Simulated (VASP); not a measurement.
Wanted: the native input for a VASP 6.6.1 run.

```yaml
Task: single point
Functional: PBE
Potentials_or_basis: VASP PAW PBE potentials, release 64 (Sr_sv, Zn)
Cutoff: 520 eV
k_mesh: 4 × 4 × 4
Occupations: fermi-dirac, width 0.05 eV
Spin: no spin polarisation
Dipole_correction: no
Further_INCAR_settings: ALGO = Normal; EDIFF = 1e-07; NBANDS = 29
```

The structure of Sr3Zn lies in POSCAR:

```
Sr3Zn
1.0
    5.3680731006      0.0000000000      0.0000000000
    0.0000000000      5.3680731006      0.0000000000
    0.0000000000      0.0000000000      5.3680731006
Sr Zn
3 1
Direct
    0.5000000000      0.0000000000      0.5000000000
    0.5000000000      0.5000000000      0.0000000000
    0.0000000000      0.5000000000      0.5000000000
    0.0000000000      0.0000000000      0.0000000000
```

The input as run:

INCAR

```
ALGO     = Normal         # electronic algorithm
EDIFF    = 1E-7           # SCF threshold, eV
ENCUT    = 520            # plane-wave cutoff, eV
GGA      = PE             # functional
ISIF     = 2              # what is computed and relaxed
ISMEAR   = -1             # smearing method
LASPH    = T              # aspherical terms in the spheres
LCHARG   = T              # write CHGCAR
LELF     = T              # ELF
LREAL    = F              # projectors in reciprocal space
LVHAR    = T            
LWAVE    = F              # write WAVECAR
NBANDS   = 29             # bands
NELM     = 60             # most SCF steps
PREC     = Accurate       # precision mode
SIGMA    = 0.05           # smearing width, eV
```

KPOINTS

```
k-points
0
Gamma
  4 4 4
```

Potentials or basis: VASP PAW PBE potentials, release 64 (Sr_sv, Zn).

The run is started by

```sh
$ cat potpaw_PBE.64/Sr_sv/POTCAR potpaw_PBE.64/Zn/POTCAR > POTCAR
$ mpirun -np 1 vasp_std > vasp.out
```

It gave:

```
Pressure               : 1.0 GPa
Band gap on the k mesh : zero (bands 21 and 22 overlap by 0.49 eV)
```

Wall time 50 s on 1 thread of Intel(R) Xeon(R) Platinum 8375C CPU @ 2.90GHz (Ice Lake) (shared host), peak memory 0.26 GiB.
